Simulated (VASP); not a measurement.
Wanted: the native input for a VASP 6.6.1 run.

* Task: relaxation of cell and atoms
* Functional: PBE
* Potentials or basis: VASP PAW PBE potentials, release 64 (Ga_d, B)
* Cutoff: 500 eV
* k mesh: 6 × 6 × 6
* Occupations: gaussian, width 0.1 eV
* Spin: no spin polarisation
* Dipole correction: no
* Further INCAR settings: ALGO = Normal; EDIFF = 1e-07; IBRION = 2; EDIFFG = -0.04; NSW = 90; ISIF = 3

The structure of GaB lies in POSCAR:

```
GaB
1.0
    0.0000000000      2.4328858433      2.5965940496
    2.2873674378      0.0000000000      2.5965940496
    2.2873674378      2.4328858433      0.0000000000
Ga B
1 1
Direct
    0.0000000000      0.0000000000      0.0000000000
    0.5000000000      0.5000000000      0.5000000000
```

One way to write it, as run:

INCAR

```
SYSTEM = GaB
  PREC = Accurate
  ENCUT = 500
  EDIFF = 1E-7
  ISMEAR = 0
  SIGMA = 0.1
  LREAL = .False.
  LASPH = .True.
  NELM = 120
  ALGO = Normal
  ISIF = 3
  LWAVE = .False.
  LCHARG = .False.
  GGA = PE
  IBRION = 2
  NSW = 90
  EDIFFG = -0.04
  GGA_COMPAT = .False.
  NELMIN = 4
```

KPOINTS

```
regular mesh
0
Gamma
  6 6 6
  0 0 0
```

Potentials or basis: VASP PAW PBE potentials, release 64 (Ga_d, B).

Launch:

```console
$ cat potpaw_PBE.64/Ga_d/POTCAR potpaw_PBE.64/B/POTCAR > POTCAR
$ mpirun -np 1 vasp_std > vasp.out
```

Results of the run:

```json
{
  "Relaxed volume": "12.07 Å³/atom",
  "Relaxed cell": "a = 3.264 Å, b = 3.235 Å, c = 3.234 Å, α = 60.61°, β = 59.72°, γ = 59.68°",
  "Space group after relaxing (to 0.05 Å)": "I4/mmm (No. 139)",
  "Energy gained by relaxing": "115.4 meV/atom",
  "Ionic steps": "9",
  "Pressure after relaxing": "0.0 GPa",
  "Band gap on the k mesh": "zero (band 8 reaches 8.58 eV, above the bottom of band 9 at 3.22 eV)"
}
```

Caveat: the k points lie up to 0.40 Å⁻¹ apart in the final cell; the volume moved by over 15 % at a fixed basis, so the end points are rough.

It took 66 s on 1 thread of AMD EPYC 7R13 Processor (Zen 3), with other jobs on the host, peak memory 0.14 GiB.
